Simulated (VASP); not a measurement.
A run of VASP 6.6.1 is set up as follows.

File INCAR:

```
SYSTEM = AgSn2
PREC = Accurate
ENCUT = 520
EDIFF = 1E-7
ISMEAR = 0
SIGMA = 0.1
LREAL = .FALSE.
LASPH = .TRUE.
NELM = 100
ALGO = Fast
ISIF = 2
LWAVE = .FALSE.
LCHARG = .FALSE.
GGA = PE
NBANDS = 48
```

Contents of KPOINTS:

```
Automatic mesh
0
G
  4 4 4
  0 0 0
```

File POSCAR:

```
AgSn2
1.0
    0.0000000000      4.1525974613      4.1525974613
    4.1525974613      0.0000000000      4.1525974613
    4.1525974613      4.1525974613      0.0000000000
Ag Sn
2 4
Direct
    0.0000000000      0.0000000000      0.0000000000
    0.2500000000      0.2500000000      0.2500000000
    0.6250000000      0.6250000000      0.6250000000
    0.1250000000      0.6250000000      0.6250000000
    0.6250000000      0.6250000000      0.1250000000
    0.6250000000      0.1250000000      0.6250000000
```

Potentials or basis: VASP PAW PBE potentials, release 64 (Ag, Sn_d).

Launch:

```console
$ cat potpaw_PBE.64/Ag/POTCAR potpaw_PBE.64/Sn_d/POTCAR > POTCAR
$ mpirun -np 1 vasp_std > vasp.out
```

Question: Estimate the pressure.

Answer: 8.2 GPa.

Question: Estimate the band gap on the k mesh.

Answer: Zero (band 39 reaches 9.25 eV, above the bottom of band 40 at 7.61 eV).

Caveat: spin-orbit coupling is left out, which moves the levels of the heavy elements.
